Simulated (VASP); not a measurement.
Runs of VASP 6.6.1 on TePd. The structure is cubic, space group Pm-3m (No. 221). Conventional cell: a = 3.631 Å, b = 3.631 Å, c = 3.631 Å, α = 90.00°, β = 90.00°, γ = 90.00°. Within 4.1 Å of Pd (site symmetry m-3m) lie 8 Te at 3.14 Å and 6 Pd at 3.63 Å. Within 4.1 Å of Te (site symmetry m-3m) lie 8 Pd at 3.14 Å and 6 Te at 3.63 Å. 

```tsv
level	U	gap on the mesh (eV)	pressure (GPa)
LDA+U	Pd d U = 2.0 eV	none	-16.9
LDA	-	none	-16.5
LDA+U	Pd d U = 1.0 eV	none	(a)
LDA+U	Pd d U = 6.0 eV	none	-18.0
```

Alike in all rows: task single point; potentials or basis VASP PAW LDA potentials, release 64 (Pd, Te); no spin polarisation; cell as given; k mesh 7 × 7 × 7; smearing fermi-dirac 0.05 eV.

Task: Estimate the missing entries.

Result: (a) -16.7.

Caveats: the cell stands under tension; spin-orbit coupling is left out, which moves the levels of the heavy elements; U without spin polarisation on a metal has little footing (at least some runs); the U is typed as a test and isn't derived for this compound (at least some runs).

A k mesh can miss the band edges, and the runs leave out spin-orbit coupling on Pd, Te.

A gap of «none» marks levels without a gap at the run's occupations.
